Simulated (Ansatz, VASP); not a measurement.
## AgCl: VASP beside Ansatz

Contents of INCAR:

```
ALGO = Normal
EDIFF = 1E-6
ENCUT = 520
GGA = PE
ISIF = 2
ISMEAR = -1
LASPH = True
LCHARG = False
LREAL = False
LWAVE = False
NBANDS = 16
NELM = 80
PREC = Accurate
SIGMA = 0.02
```

The input KPOINTS:

```
k-points
0
Gamma
  8 8 8
```

POSCAR

```
AgCl
1.0
   -0.0360513896      2.7371324246      2.7371324246
    2.7371324246     -0.0360513896      2.7371324246
    2.7371324246      2.7371324246     -0.0360513896
Ag Cl
1 1
Direct
    0.0000000000      0.0000000000      0.0000000000
    0.5000000000      0.5000000000      0.5000000000
```

Input for Ansatz:

```yaml
crystal:
  lattice:
    - [-0.0360513896, 2.7371324246, 2.7371324246]
    - [2.7371324246, -0.0360513896, 2.7371324246]
    - [2.7371324246, 2.7371324246, -0.0360513896]
  atoms:
    - { symbol: Ag, position: [0.0, 0.0, 0.0] }
    - { symbol: Cl, position: [0.5, 0.5, 0.5] }
kpoints:
  mp_grid: { grid: [8, 8, 8] }
  band_path:
    path:
      - [0.0, 0.0, 0.0]
      - [0.5, 0.0, 0.5]
      - [0.625, 0.25, 0.625]
      - [0.375, 0.375, 0.75]
      - [0.5, 0.5, 0.5]
      - [0.5, 0.25, 0.75]
      - [0.0375, 0.0375, 0.075]
    npoints: 1
hamiltonian:
  xc: pbe
scf:
  occupations: { method: fermi_dirac, width: 0.02 }
  n_extra_bands: 4
output:
  forces: true
  stress: true
  eigenvalues: true
  write_density: true
  write_potential: true
  elf: true
  volumetric_format: npy
```

Change from the starting cell: shear_111 strain -1.9%.

Alike in both runs: task single point; functional PBE; k mesh 8 × 8 × 8; occupations fermi-dirac, width 0.02 eV; no spin polarisation.

|  | VASP | Ansatz |
| --- | --- | --- |
| version | VASP 6.6.1 | Ansatz 0.2.0 |
| potentials or method | VASP PAW PBE potentials, release 64 (Ag, Cl) | plane waves, PAW |
| plane-wave cutoff (eV) | 520 | 420 |
| valence electrons in the cell | 18 | 26 |

|  | VASP | Ansatz | Ansatz less VASP |
| --- | --- | --- | --- |
| gap on the k mesh at the Fermi level (eV) | 0.89 | 0.89 | +0.003 |
| pressure (GPa) | 2.5 | 2.6 | +0.15 |
| traceless stress, the component that is largest in VASP (GPa) | 0.06 | 0.06 | -0.001 |

VASP's potentials hold 18 valence electrons a cell and Ansatz's 26, so a difference there can come from the potentials and not from the codes.
